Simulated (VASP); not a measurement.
# CuO (P1) in VASP: notebook

Aim: see how the results for CuO move with the level of theory and the settings. Levels: LDA, BLYP. Tasks: single point.

All numbers are computed with VASP 6.6.1; they aren't measurements. Logs are shortened: lines on timing, memory, paths and dates and some standing lists are left out, and cuts for length are marked.

### 1 The cell of the first run

The typed cell holds 4 atoms: a = 3.013 Å, b = 3.013 Å, c = 5.219 Å, α = 73.22°, β = 73.22°, γ = 60.00°.

### 2 Single point, LDA

Input file INCAR:

```
PREC = Accurate ; ENCUT = 520
EDIFF = 1E-7 ; ISMEAR = -1
SIGMA = 0.05 ; LREAL = False
LASPH = True ; NELM = 80
ALGO = Normal ; ISIF = 2
LWAVE = False ; LCHARG = False
NBANDS = 25
```

Input file KPOINTS:

```
regular mesh
0
Gamma
  10 10 6
```

Input file POSCAR:

```
CuO
1.0
    0.0000000000     -2.1305773621     -2.1305773621
   -2.1305773621      0.0000000000     -2.1305773621
    2.1305773621      2.1305773621     -4.2611547243
Cu O
2 2
Direct
    0.5038875400      0.4769880100      0.4880064000
    0.0038875400      0.9769880100      0.9880064000
    0.7461124600      0.7730119900      0.7619936000
    0.2461124600      0.2730119900      0.2619936000
```

Potentials or basis: VASP PAW LDA potentials, release 64 (Cu, O).

Command:

```console
cat potpaw_LDA.64/Cu/POTCAR potpaw_LDA.64/O/POTCAR > POTCAR
mpirun -np 1 vasp_std > vasp.out
```

OUTCAR:

```text
PREC = Accurate
   ENCUT = 520
   EDIFF = 1E-7
   ISMEAR = -1
   LREAL = False
   LASPH = True
   NELM = 80
   ISIF = 2

 ion  position               nearest neighbor table
   1  0.504  0.477  0.488-   4 1.95   4 2.07   3 2.09   4 2.19   3 2.21   3 2.32
   2  0.004  0.977  0.988-   3 1.95   3 2.07   4 2.09   3 2.19   4 2.21   4 2.32
   3  0.746  0.773  0.762-   2 1.95   2 2.07   1 2.09   2 2.19   1 2.21   1 2.32
   4  0.246  0.273  0.262-   1 1.95   1 2.07   2 2.09   1 2.19   2 2.21   2 2.32

  LATTYP: Found a trigonal (rhomboedric) cell.
 ALAT       =     5.2188273947
 COS(alpha) =     0.8333333333

  Lattice vectors:

 A1 = (   2.1305773621,   4.2611547242,  -2.1305773622)
 A2 = (   4.2611547242,   2.1305773621,  -2.1305773622)
 A3 = (   2.1305773621,   2.1305773621,  -4.2611547243)

Analysis of symmetry for initial positions (statically):
=====================================================================
 Subroutine PRICEL returns following result:

  LATTYP: Found a face centered cubic cell.
 ALAT       =     4.2611547242

  Lattice vectors:

 A1 = (   0.0000000000,  -2.1305773621,   2.1305773621)
 A2 = (   2.1305773621,  -2.1305773621,  -0.0000000000)
 A3 = (   2.1305773621,   0.0000000000,   2.1305773621)

   2 primitive cells build up your supercell.

 Routine SETGRP: Setting up the symmetry group for a
 trigonal (rhombohedral) supercell.

 Subroutine GETGRP returns: Found  1 space group operations
 (whereof  1 operations were pure point group operations)
 out of a pool of 12 trial point group operations.

The static configuration has the point symmetry C_1 .

Analysis of symmetry for dynamics (positions and initial velocities):
=====================================================================
 Subroutine PRICEL returns following result:

  LATTYP: Found a face centered cubic cell.
 ALAT       =     4.2611547242

  Lattice vectors:

 A1 = (   0.0000000000,  -2.1305773621,   2.1305773621)
 A2 = (   2.1305773621,  -2.1305773621,  -0.0000000000)
 A3 = (   2.1305773621,   0.0000000000,   2.1305773621)

   2 primitive cells build up your supercell.

 Routine SETGRP: Setting up the symmetry group for a
 trigonal (rhombohedral) supercell.

 Subroutine GETGRP returns: Found  1 space group operations
 (whereof  1 operations were pure point group operations)
 out of a pool of 12 trial point group operations.

The dynamic configuration has the point symmetry C_1 .

 Subroutine INISYM returns: Found  1 space group operations
 (whereof  1 operations are pure point group operations),
 and found     2 'primitive' translations

----------------------------------------------------------------------------------------

                                     Primitive cell

  volume of cell :      19.3429

  direct lattice vectors                    reciprocal lattice vectors
     0.000000000 -2.130577362  2.130577362    -0.234678172 -0.234678172  0.234678172
     2.130577362 -2.130577362 -0.000000000     0.234678172 -0.234678172 -0.234678172
     2.130577362  0.000000000  2.130577362     0.234678172  0.234678172  0.234678172

  length of vectors
     3.013091401  3.013091401  3.013091401     0.406474517  0.406474517  0.406474517

  position of ions in fractional coordinates (direct lattice)
     0.023987200  0.991893940  0.019124450
     0.476012800  0.508106060  0.480875550

  ion indices of the primitive-cell ions
   primitive index   ion index
                 1           1
                 2           4

----------------------------------------------------------------------------------------

 KPOINTS: regular mesh

Automatic generation of k-mesh.
 Grid dimensions read from file:
 generate k-points for:   10   10    6

 Generating k-lattice:

  Cartesian coordinates                     Fractional coordinates (reciprocal lattice)
     0.011733909 -0.035201726 -0.011733909     0.100000000  0.000000000  0.000000000
    -0.035201726  0.011733909 -0.011733909     0.000000000  0.100000000  0.000000000
     0.019556514  0.019556514 -0.019556514     0.000000000  0.000000000  0.166666667

  Length of vectors
     0.038916972  0.038916972  0.033872876

  Shift w.r.t. Gamma in fractional coordinates (k-lattice)
     0.000000000  0.000000000  0.000000000

 -----------------------------------------------------------------------------
|                                                                             |
|           W    W    AA    RRRRR   N    N  II  N    N   GGGG   !!!           |
|           W    W   A  A   R    R  NN   N  II  NN   N  G    G  !!!           |
|           W    W  A    A  R    R  N N  N  II  N N  N  G       !!!           |
|           W WW W  AAAAAA  RRRRR   N  N N  II  N  N N  G  GGG   !            |
|           WW  WW  A    A  R   R   N   NN  II  N   NN  G    G                |
|           W    W  A    A  R    R  N    N  II  N    N   GGGG   !!!           |
|                                                                             |
|     Your reciprocal lattice and k-lattice belong to different lattice       |
|     classes:                                                                |
|                                                                             |
|        The reciprocal lattice is rhombohedral (trigonal),                   |
|        whereas your k-lattice is base-centered monoclinic.                  |
|                                                                             |
|     Results are often still useful ...                                      |
|                                                                             |
 -----------------------------------------------------------------------------

 WARNING: IBZKPT: internal override: KBLOWUP is changed to .FALSE.
      ... skipping the blow-up phase ...

 Subroutine IBZKPT returns following result:
 ===========================================

 Found    304 irreducible k-points:

 Following reciprocal coordinates:
            Coordinates               Weight
  0.000000  0.000000  0.000000      1.000000
  0.100000  0.000000  0.000000      2.000000
  0.200000  0.000000  0.000000      2.000000
  0.300000  0.000000  0.000000      2.000000
  0.400000  0.000000  0.000000      2.000000
  0.500000  0.000000  0.000000      1.000000
[... 16 lines left out ...]
 -0.400000  0.200000  0.000000      2.000000
 -0.300000  0.200000  0.000000      2.000000
 [... further k-points ...]
   k-points           NKPTS =    304   k-points in BZ     NKDIM =    304   number of bands    NBANDS=     25
   number of dos      NEDOS =    301   number of ions     NIONS =      4
   total plane-waves  NPLWV =  23040
   dimension x,y,z NGX =    24 NGY =   24 NGZ =   40
   dimension x,y,z NGXF=    48 NGYF=   48 NGZF=   80
   ions per type =               2   2
   NGX,Y,Z   is equivalent  to a cutoff of  13.24, 13.24, 12.74 a.u.
   NGXF,Y,Z  is equivalent  to a cutoff of  26.48, 26.48, 25.48 a.u.
 SYSTEM =  unknown system
   PREC   = accura    normal or accurate (medium, high low for compatibility)
   ISTART =      0    job   : 0-new  1-cont  2-samecut
   ICHARG =      2    charge: 1-file 2-atom 10-const
   ISPIN  =      1    spin polarized calculation?
   LNONCOLLINEAR =      F non collinear calculations
   LSORBIT =      F    spin-orbit coupling
   LASPH  =      T    aspherical Exc in radial PAW
   ENCUT  =  520.0 eV  38.22 Ry    6.18 a.u.   5.60  5.60  9.70*2*pi/ulx,y,z
   NELM   =     80;   NELMIN=  2; NELMDL= -5     # of ELM steps
   EDIFF  = 0.1E-06   stopping-criterion for ELM
   LREAL  =      F    real-space projection
   EDIFFG = 0.1E-05   stopping-criterion for IOM
   NSW    =      0    number of steps for IOM
   IBRION =     -1    ionic relax: 0-MD 1-quasi-New 2-CG
   NFREE  =      0    steps in history (QN), initial steepest desc. (CG)
   ISIF   =      2    stress and relaxation
   ISYM   =      2    0-nonsym 1-usesym 2-fastsym
   POTIM  = 0.5000    time-step for ionic-motion
   TEBEG  =    0.0;   TEEND  =   0.0 temperature during run
   PSTRESS=    0.0 pullay stress
   NELECT =      34.0000    total number of electrons
   NUPDOWN=      -1.0000    fix difference up-down
   EMIN   =  10.00;   EMAX   =-10.00  energy-range for DOS
   EFERMI =   0.00;   METHOD = LEGACY
   ISMEAR =    -1;   SIGMA  =   0.05  broadening in eV -4-tet -1-fermi 0-gaus
   EFERMI_NEDOS =   21; number of points for ismear=-14 and -15
   IALGO  =     38    algorithm
   IMIX   =      4    mixing-type and parameters
     AMIX     =   0.40;   BMIX     =  1.00
     AMIX_MAG =   1.60;   BMIX_MAG =  1.00
  volume/ion in A,a.u.               =       9.67        65.27
  Fermi-wavevector in a.u.,A,eV,Ry     =   1.568136  2.963348 33.457430  2.459052
  Thomas-Fermi vector in A             =   2.670212
   LORBIT       =      0    0 simple, 1 ext, 2 COOP (PROOUT), +10 PAW based schemes
   GGA     = CA    functional components
   LHFCALC =     F    Hartree Fock is set to
   AEXX    =    0.0000 exact exchange contribution
   IVDW    =     0    specifies the selected vdW correction
   LEPSILON=     F    determine dielectric tensor
   LRPA    =     F    only Hartree local field effects (RPA)
 non-spin polarized calculation
  energy-cutoff  :      520.00
  volume of cell :       38.69
 maximum number of plane-waves:      1075
 NGX is ok and might be reduce to    24
   NGX = 11   NGY = 11   NGZ = 19

 number of electron      34.0000010 magnetization

 Free energy of the ion-electron system (eV)
  ---------------------------------------------------
  ext. energy  EPLUGINS =         0.00000000
  ---------------------------------------------------
  free energy    TOTEN  =       -22.44035006 eV

  energy without entropy =      -22.41433999  energy(sigma->0) =      -22.42734503

 E-fermi :   5.6384     XC(G=0): -12.8017

 val. band max:        5.6379472372   @ k =  -0.3000   0.2000   0.5000
 cond. band min:       5.6387173528   @ k =   0.1000   0.5000   0.3333
 fundamental gap:      0.0007701156
 Fermi energy:         5.6384141442

 k-point     1 :       0.0000    0.0000    0.0000
  band No.  band energies     occupation
      1     -13.4971      2.00000
      2     -12.2203      2.00000
      3      -1.7293      2.00000
      4       0.7025      2.00000
      5       0.8727      2.00000
      6       2.2101      2.00000
[... 17 lines left out ...]
     24      23.1973      0.00000
     25      23.7370      0.00000
[... 621 lines left out ...]
      3      -0.8051      2.00000
      4      -0.0061      2.00000
      5       0.2728      2.00000
      6       0.6336      2.00000
[... 17 lines left out ...]
     24      16.8436      0.00000
     25      19.1678      0.00000

 [... further k-points ...]
[... 5 lines left out ...]
  --------------------------------------------------------------------------------------
  -------------------------------------------------------------------------------------
  Total       -3.8549163     -3.7048630     -2.2397722      0.0323285      0.1635775     -0.1051364
  in kB     -159.6517272   -153.4372559    -92.7603784      1.3388870      6.7745780     -4.3542320
  external PRESSURE =    -135.2831205 kB  Pullay stress =       0.0000000 kB

 VOLUME and BASIS-vectors are now :
 -----------------------------------------------------------------------------
  energy-cutoff  :      520.00
  volume of cell :       38.69
      direct lattice vectors                 reciprocal lattice vectors
     0.000000000 -2.130577362 -2.130577362     0.117339086 -0.352017258 -0.117339086
    -2.130577362  0.000000000 -2.130577362    -0.352017258  0.117339086 -0.117339086
     2.130577362  2.130577362 -4.261154724     0.117339086  0.117339086 -0.117339086

 POSITION                                       TOTAL-FORCE (eV/Angst)
 -----------------------------------------------------------------------------------
      0.02348     -0.03384     -4.16930        -0.167727      0.237584     -0.903714
      0.02348      2.09674     -6.29988        -0.167727      0.237584     -0.903714
     -0.02348      0.03384     -6.48358         0.167727     -0.237584      0.903714
     -0.02348      0.03384     -2.22243         0.167727     -0.237584      0.903714
 -----------------------------------------------------------------------------------
    total drift:                                0.000081     -0.000548      0.000156

  FREE ENERGIE OF THE ION-ELECTRON SYSTEM (eV)
  ---------------------------------------------------
  free  energy   TOTEN  =       -22.4403500624 eV

  energy  without entropy=      -22.4143399948  energy(sigma->0) =      -22.42734503
```

Run time: 3.8 min. Hardware: 1 thread of Intel Xeon Platinum 8259CL at 2.50GHz (Skylake/Cascade Lake), shared host; peak memory 0.34 GiB.

What came out:

```yaml
Free_energy: -22.4404 eV
Pressure: -13.5 GPa
Largest_force: 0.949 eV/Å
Band_gap_on_the_k_mesh: zero (bands 17 and 18 overlap by 1.12 eV)
```

Forces in eV/Å, atoms in the order of the input:
```
Cu  -0.168  0.238 -0.904
Cu  -0.168  0.238 -0.904
O    0.168 -0.238  0.904
O    0.168 -0.238  0.904
```

Levels at points of the mesh, in eV from the Fermi level:
```tsv
k point	band 13	band 14	band 15	band 16	band 17	band 18	band 19	band 20	band 21	band 22
(0.00, 0.00, 0.00)	-1.54	-1.49	-1.41	-1.13	0.53	0.68	1.34	5.79	9.18	13.56
(0.50, 0.00, 0.00)	-1.53	-1.53	-0.75	-0.75	-0.28	-0.28	6.94	6.94	9.35	9.35
(0.00, 0.50, 0.00)	-1.47	-1.47	-0.61	-0.61	-0.30	-0.30	6.96	6.96	9.28	9.28
(0.50, 0.50, 0.00)	-1.66	-1.66	-1.57	-1.42	0.50	0.65	5.28	5.80	9.18	10.63
(0.00, 0.00, 0.50)	-1.83	-1.83	-0.16	-0.16	-0.04	-0.04	4.08	4.08	11.80	11.80
(0.50, 0.00, 0.50)	-1.66	-1.62	-1.49	-1.43	0.46	0.59	5.33	5.82	9.19	10.41
(0.00, 0.50, 0.50)	-1.65	-1.62	-1.49	-1.37	0.69	0.73	5.33	5.74	9.18	10.39
(0.50, 0.50, 0.50)	-1.55	-1.55	-0.74	-0.74	-0.43	-0.43	6.91	6.91	9.46	9.46
```

Caveat: the stress differs along the axes, from -16 to -9 GPa; semilocal functionals often make such compounds metallic where correlation or magnetic order opens a gap, which also shifts bond lengths.

[end of part 1 of 2]
